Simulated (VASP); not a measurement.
Input of a VASP 6.6.1 run:

Contents of INCAR:

```
SYSTEM = Os
ALGO     = Normal         ! electronic algorithm
EDIFF    = 1E-6           ! SCF threshold, eV
ENCUT    = 520            ! plane-wave cutoff, eV
GGA      = PE             ! functional
ISIF     = 2              ! what is computed and relaxed
ISMEAR   = -1             ! smearing method
IVDW     = 12             ! dispersion correction
LASPH    = .True.         ! aspherical terms in the spheres
LCHARG   = .False.        ! write CHGCAR
LREAL    = .False.        ! projectors in reciprocal space
LWAVE    = .False.        ! write WAVECAR
NBANDS   = 10             ! bands
NELM     = 60             ! most SCF steps
PREC     = Accurate       ! precision mode
SIGMA    = 0.05           ! smearing width, eV
```

File KPOINTS:

```
k-points
0
Gamma
  12 12 12
  0 0 0
```

The input POSCAR:

```
Os
1.0
    0.0000000000      1.9450000000      1.9450000000
    1.9450000000      0.0000000000      1.9450000000
    1.9450000000      1.9450000000      0.0000000000
Os
1
Direct
    0.0000000000      0.0000000000      0.0000000000
```

Potentials or basis: VASP PAW PBE potentials, release 64 (Os).

Launch:

```bash
$ cat potpaw_PBE.64/Os/POTCAR > POTCAR
$ mpirun -np 1 vasp_std > vasp.out
```

**Question.** Estimate the dispersion energy per atom.

**Answer.** -0.621 eV.

**Question.** What does it give for the pressure?

**Answer.** -17.3 GPa.

Caveat: three body term missing; pairwise dispersion overbinds metals, which lowers pressure and volume.
